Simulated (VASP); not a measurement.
# CdS (P6_3mc) in VASP: single point with r2SCAN

Aim: the single point of CdS with r2SCAN.

Program: VASP 6.6.1. These are calculated values, not measurements. Logs are shortened: lines on timing, memory, paths and dates and some standing lists are left out, and cuts for length are marked.

## (1) The cell of the first run

Symmetry: P6_3mc, No. 186, hexagonal system. The conventional cell has a = 4.135 Å, b = 4.135 Å, c = 6.749 Å, α = 90.00°, β = 90.00°, γ = 120.00°. Cd (site symmetry 3m) has 4 S at 2.51 to 2.60 Å within 3.3 Å. S (site symmetry 3m) has 4 Cd at 2.51 to 2.60 Å within 3.3 Å.

## (2) Single point, r2SCAN

POSCAR reads:

```
CdS
1.0
    4.1347992034      0.0000000000      0.0000000000
   -2.0673996017      3.5808411497      0.0000000000
    0.0000000000      0.0000000000      6.7490000000
Cd S
2 2
Direct
    0.3333333333      0.6666666667      0.0000000000
    0.6666666667      0.3333333333      0.5000000000
    0.3333333333      0.6666666667      0.3850000000
    0.6666666667      0.3333333333      0.8850000000
```

INCAR.step1 reads:

```
PREC = Accurate ; ENCUT = 520
ISMEAR = 0 ; SIGMA = 0.05
LREAL = F ; LASPH = T
NELM = 100 ; NBANDS = 26
GGA = PE ; ALGO = Normal
EDIFF = 1E-4 ; LWAVE = T
LCHARG = F
```

INCAR.step2 reads:

```
PREC = Accurate ; ENCUT = 520
EDIFF = 1E-7 ; ISMEAR = 0
SIGMA = 0.05 ; LREAL = F
LASPH = T ; NELM = 100
ALGO = Normal ; ISIF = 2
LWAVE = F ; LCHARG = F
METAGGA = R2SCAN ; LMIXTAU = T
NBANDS = 26 ; ISTART = 1
```

KPOINTS reads:

```
Automatic mesh
0
Gamma
  12 12 6
```

Potentials or basis: VASP PAW PBE potentials, release 64 (Cd, S).

On the command line:

```sh
cat potpaw_PBE.64/Cd/POTCAR potpaw_PBE.64/S/POTCAR > POTCAR
cp INCAR.step1 INCAR
mpirun -np 1 vasp_std > vasp.out
cp INCAR.step2 INCAR
mpirun -np 1 vasp_std > vasp.out
```

OUTCAR:

```text
PREC = Accurate
   ENCUT = 520
   EDIFF = 1E-7
   ISMEAR = 0
   LREAL = F
   LASPH = T
   NELM = 100
   ISIF = 2
   METAGGA = R2SCAN
   ISTART = 1

 ion  position               nearest neighbor table
   1  0.333  0.667  0.000-   4 2.51   4 2.51   4 2.51   3 2.60
   2  0.667  0.333  0.500-   3 2.51   3 2.51   3 2.51   4 2.60
   3  0.333  0.667  0.385-   2 2.51   2 2.51   2 2.51   1 2.60
   4  0.667  0.333  0.885-   1 2.51   1 2.51   1 2.51   2 2.60

  LATTYP: Found a hexagonal cell.
 ALAT       =     4.1347992034
 C/A-ratio  =     1.6322437120

  Lattice vectors:

 A1 = (   4.1347992034,   0.0000000000,   0.0000000000)
 A2 = (  -2.0673996017,   3.5808411497,   0.0000000000)
 A3 = (   0.0000000000,   0.0000000000,   6.7490000000)

Analysis of symmetry for initial positions (statically):
=====================================================================
 Subroutine PRICEL returns:
 Original cell was already a primitive cell.

 Routine SETGRP: Setting up the symmetry group for a
 hexagonal supercell.

 Subroutine GETGRP returns: Found 12 space group operations
 (whereof  6 operations were pure point group operations)
 out of a pool of 24 trial point group operations.

The static configuration has the point symmetry C_3v.
 The point group associated with its full space group is C_6v.

Analysis of symmetry for dynamics (positions and initial velocities):
=====================================================================
 Subroutine PRICEL returns:
 Original cell was already a primitive cell.

 Routine SETGRP: Setting up the symmetry group for a
 hexagonal supercell.

 Subroutine GETGRP returns: Found 12 space group operations
 (whereof  6 operations were pure point group operations)
 out of a pool of 24 trial point group operations.

The dynamic configuration has the point symmetry C_3v.
 The point group associated with its full space group is C_6v.

 Subroutine INISYM returns: Found 12 space group operations
 (whereof  6 operations are pure point group operations),
 and found     1 'primitive' translations

----------------------------------------------------------------------------------------

                                     Primitive cell

  volume of cell :      99.9261

  direct lattice vectors                    reciprocal lattice vectors
     4.134799203  0.000000000  0.000000000     0.241849713  0.139631997  0.000000000
    -2.067399602  3.580841150  0.000000000     0.000000000  0.279263994  0.000000000
     0.000000000  0.000000000  6.749000000     0.000000000  0.000000000  0.148170099
[... 90 lines left out ...]
   EDIFFG = 0.1E-05   stopping-criterion for IOM
   NSW    =      0    number of steps for IOM
   IBRION =     -1    ionic relax: 0-MD 1-quasi-New 2-CG
   NFREE  =      0    steps in history (QN), initial steepest desc. (CG)
   ISIF   =      2    stress and relaxation
   ISYM   =      2    0-nonsym 1-usesym 2-fastsym
   POTIM  = 0.5000    time-step for ionic-motion
   TEBEG  =    0.0;   TEEND  =   0.0 temperature during run
   PSTRESS=    0.0 pullay stress
   NELECT =      36.0000    total number of electrons
   NUPDOWN=      -1.0000    fix difference up-down
   EMIN   =  10.00;   EMAX   =-10.00  energy-range for DOS
   EFERMI =   0.00;   METHOD = LEGACY
   ISMEAR =     0;   SIGMA  =   0.05  broadening in eV -4-tet -1-fermi 0-gaus
   EFERMI_NEDOS =   21; number of points for ismear=-14 and -15
   IALGO  =     38    algorithm
   IMIX   =      4    mixing-type and parameters
     AMIX     =   0.40;   BMIX     =  1.00
     AMIX_MAG =   1.60;   BMIX_MAG =  1.00
  volume/ion in A,a.u.               =      24.98       168.58
  Fermi-wavevector in a.u.,A,eV,Ry     =   1.164884  2.201312 18.462491  1.356955
  Thomas-Fermi vector in A             =   2.301417
   LORBIT       =      0    0 simple, 1 ext, 2 COOP (PROOUT), +10 PAW based schemes
   METAGGA = R2SCAN    functional components
   LHFCALC =     F    Hartree Fock is set to
   AEXX    =    0.0000 exact exchange contribution
   IVDW    =     0    specifies the selected vdW correction
   LEPSILON=     F    determine dielectric tensor
   LRPA    =     F    only Hartree local field effects (RPA)
 non-spin polarized calculation
 Gauss-broadening in eV      SIGMA  =   0.05
  energy-cutoff  :      520.00
  volume of cell :       99.93
 maximum number of plane-waves:      2731
 NGX is ok and might be reduce to    32
   NGX = 15   NGY = 15   NGZ = 25

 number of electron      35.9999993 magnetization

 Free energy of the ion-electron system (eV)
  ---------------------------------------------------
  ext. energy  EPLUGINS =         0.00000000
  ---------------------------------------------------
  free energy    TOTEN  =       -59.35589427 eV

  energy without entropy =      -59.35589427  energy(sigma->0) =      -59.35589427

 E-fermi :   1.2277     XC(G=0):  -9.6914

 val. band max:        0.9851312802   @ k =   0.0000   0.0000   0.0000
 cond. band min:       2.6656035998   @ k =   0.0000   0.0000   0.0000
 fundamental gap:      1.6804723196
 Fermi energy:         1.2276900916

 k-point     1 :       0.0000    0.0000    0.0000
  band No.  band energies     occupation
      1     -11.8533      2.00000
      2     -11.4391      2.00000
      3      -6.9567      2.00000
      4      -6.9567      2.00000
      5      -6.8841      2.00000
      6      -6.8812      2.00000
[... 685 lines left out ...]
     25       9.5634      0.00000
     26      10.6086      0.00000

 [... further k-points ...]

------------------------ aborting loop because EDIFF is reached ----------------------------------------

  FORCE on cell =-STRESS in cart. coord.  units (eV):
  Direction    XX          YY          ZZ          XY          YZ          ZX
  --------------------------------------------------------------------------------------
  -------------------------------------------------------------------------------------
  Total        1.4270400      1.4270400     -0.0815981      0.0000000      0.0000000      0.0000000
  in kB       22.8806215     22.8806215     -1.3083131      0.0000000      0.0000000      0.0000000
  external PRESSURE =      14.8176433 kB  Pullay stress =       0.0000000 kB

 VOLUME and BASIS-vectors are now :
 -----------------------------------------------------------------------------
  energy-cutoff  :      520.00
  volume of cell :       99.93
      direct lattice vectors                 reciprocal lattice vectors
     4.134799203  0.000000000  0.000000000     0.241849713  0.139631997  0.000000000
    -2.067399602  3.580841150  0.000000000     0.000000000  0.279263994  0.000000000
     0.000000000  0.000000000  6.749000000     0.000000000  0.000000000  0.148170099

 POSITION                                       TOTAL-FORCE (eV/Angst)
 -----------------------------------------------------------------------------------
     -0.00000      2.38723      0.00000         0.000000     -0.000000      0.270052
      2.06740      1.19361      3.37450        -0.000000      0.000000      0.270052
     -0.00000      2.38723      2.59836        -0.000000      0.000000     -0.270052
      2.06740      1.19361      5.97286        -0.000000      0.000000     -0.270052
 -----------------------------------------------------------------------------------
    total drift:                               -0.000000     -0.000000      0.006680

  FREE ENERGIE OF THE ION-ELECTRON SYSTEM (eV)
  ---------------------------------------------------
  free  energy   TOTEN  =       -59.3558942705 eV

  energy  without entropy=      -59.3558942705  energy(sigma->0) =      -59.35589427
```

OSZICAR.step1:

```text
N       E                     dE             d eps       ncg     rms          rms(c)
DAV:   1     0.247718893374E+03    0.24772E+03   -0.17525E+04  3952   0.127E+03
DAV:   2     0.181933797216E+00   -0.24754E+03   -0.23896E+03  4390   0.318E+02
DAV:   3    -0.131908213354E+02   -0.13373E+02   -0.13298E+02  4724   0.741E+01
DAV:   4    -0.133286711503E+02   -0.13785E+00   -0.13773E+00  4580   0.729E+00
DAV:   5    -0.133307879201E+02   -0.21168E-02   -0.21166E-02  4600   0.896E-01    0.114E+01
DAV:   6    -0.122653509977E+02    0.10654E+01   -0.19050E+00  5232   0.143E+01    0.897E+00
DAV:   7    -0.122467072555E+02    0.18644E-01   -0.74831E-01  4126   0.460E+00    0.397E+00
DAV:   8    -0.122432107496E+02    0.34965E-02   -0.91684E-02  4314   0.301E+00    0.560E-01
DAV:   9    -0.122419976935E+02    0.12131E-02   -0.15181E-02  4334   0.154E+00    0.163E-01
DAV:  10    -0.122421651301E+02   -0.16744E-03   -0.12750E-03  4238   0.371E-01    0.114E-01
DAV:  11    -0.122423104131E+02   -0.14528E-03   -0.28391E-04  4170   0.118E-01    0.799E-02
DAV:  12    -0.122423173972E+02   -0.69841E-05   -0.13848E-04  2918   0.918E-02
   1 F= -.12242317E+02 E0= -.12242317E+02  d E =-.727258E-13
```

It took 8.9 min on 1 thread of Intel Xeon Platinum 8259CL at 2.50GHz (Skylake/Cascade Lake), shared host; peak memory 0.34 GiB.

Results:

| Item | Value |
| --- | --- |
| Free energy | -59.3559 eV |
| Pressure | 1.5 GPa |
| Largest force | 0.270 eV/Å |
| Band gap on the k mesh | 1.68 eV |

Forces in eV/Å, atoms in the order of the input:
```
Cd   0.000  0.000  0.270
Cd   0.000  0.000  0.270
S    0.000  0.000 -0.270
S    0.000  0.000 -0.270
```

Stress tensor (GPa, compression positive):
```
 2.29  0.00  0.00
 0.00  2.29  0.00
 0.00  0.00 -0.13
```

Caveat: the PAW data sets were made with another functional, which shifts forces and pressure a little.
